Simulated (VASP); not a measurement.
Write the native input for VASP 6.6.1 that does the following.

```
Task                   : single point
Functional             : r2SCAN
Potentials or basis    : VASP PAW PBE potentials, release 64 (Pt)
Cutoff                 : 520 eV
k mesh                 : 18 × 18 × 10
Occupations            : gaussian, width 0.15 eV
Spin                   : no spin polarisation
Dipole correction      : no
Further INCAR settings : ALGO = Normal; EDIFF = 1e-07; NBANDS = 17
```

The system is Pt.

```
CELL_PARAMETERS angstrom
2.89870 0.00000 0.00000
-1.44935 2.51035 0.00000
0.00000 0.00000 4.67233
ATOMIC_POSITIONS crystal
Pt 0.66667 0.33333 0.75000
Pt 0.33333 0.66667 0.25000
```

This cell differs from its parent crystal: strain +0.050 along x and y, -0.025 along z.

These files were run (other wordings do the same):

POSCAR

```
Pt
1.0
    2.8986988966      0.0000000000      0.0000000000
   -1.4493494483      2.5103468823      0.0000000000
    0.0000000000      0.0000000000      4.6723306500
Pt
2
Direct
    0.6666666667      0.3333333333      0.7500000000
    0.3333333333      0.6666666667      0.2500000000
```

INCAR.step1

```
SYSTEM = Pt
PREC = Accurate ; ENCUT = 520
ISMEAR = 0 ; SIGMA = 0.15
LREAL = .False. ; LASPH = .True.
NELM = 100 ; NBANDS = 17
GGA = PE ; ALGO = Normal
EDIFF = 1E-4 ; LWAVE = .True.
LCHARG = .False.
```

INCAR.step2

```
SYSTEM = Pt
PREC = Accurate ; ENCUT = 520
EDIFF = 1E-7 ; ISMEAR = 0
SIGMA = 0.15 ; LREAL = .False.
LASPH = .True. ; NELM = 100
ALGO = Normal ; ISIF = 2
LWAVE = .False. ; LCHARG = .False.
METAGGA = R2SCAN ; LMIXTAU = .True.
NBANDS = 17 ; ISTART = 1
```

KPOINTS

```
regular mesh
0
Gamma
  18 18 10
  0 0 0
```

Potentials or basis: VASP PAW PBE potentials, release 64 (Pt).

Command:

```console
$ cat potpaw_PBE.64/Pt/POTCAR > POTCAR
$ cp INCAR.step1 INCAR
$ mpirun -np 1 vasp_std > vasp.out
$ cp INCAR.step2 INCAR
$ mpirun -np 1 vasp_std > vasp.out
```

Results of the run:

```json
{"Pressure": "-19.6 GPa", "Band gap on the k mesh": "zero (band 10 reaches 9.11 eV, above the bottom of band 11 at 8.04 eV)"}
```

Caveat: the cell differs from its parent crystal (strain +0.050 along x and y, -0.025 along z); the PAW data sets were made with another functional, which shifts forces and pressure a little; spin-orbit coupling is left out, which moves the levels of the heavy elements.

Run time: 4.4 min on 1 thread of Intel(R) Xeon(R) Platinum 8259CL CPU @ 2.50GHz (Skylake/Cascade Lake) (shared host), peak memory 0.24 GiB.
